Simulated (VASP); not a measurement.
A run of VASP 6.6.1 is set up as follows.

The input INCAR:

```
PREC = Accurate
ENCUT = 520
EDIFF = 1E-6
ISMEAR = 0
SIGMA = 0.05
LREAL = F
LASPH = T
NELM = 150
ALGO = Normal
ISIF = 2
LWAVE = F
LCHARG = F
ISPIN = 2
MAGMOM = 2 0
LORBIT = 11
LMAXMIX = 4
GGA = PE
NBANDS = 20
```

Contents of KPOINTS:

```
Automatic mesh
0
Gamma
  6 6 6
```

Contents of POSCAR:

```
TaTe
1.0
    0.0000000000      2.8900000000      2.8900000000
    2.8900000000      0.0000000000      2.8900000000
    2.8900000000      2.8900000000      0.0000000000
Ta Te
1 1
Direct
    0.5000000000      0.5000000000      0.5000000000
    0.0000000000      0.0000000000      0.0000000000
```

Potentials or basis: VASP PAW PBE potentials, release 64 (Ta_pv, Te).

Command:

```console
$ cat potpaw_PBE.64/Ta_pv/POTCAR potpaw_PBE.64/Te/POTCAR > POTCAR
$ mpirun -np 1 vasp_std > vasp.out
```

Q: Estimate the net moment.

A: 0.37 μB per cell.

Q: What does it give for the pressure?

A: -4.4 GPa.

Q: Estimate the site moments.

A: Ta +0.26; Te -0.00 μB.
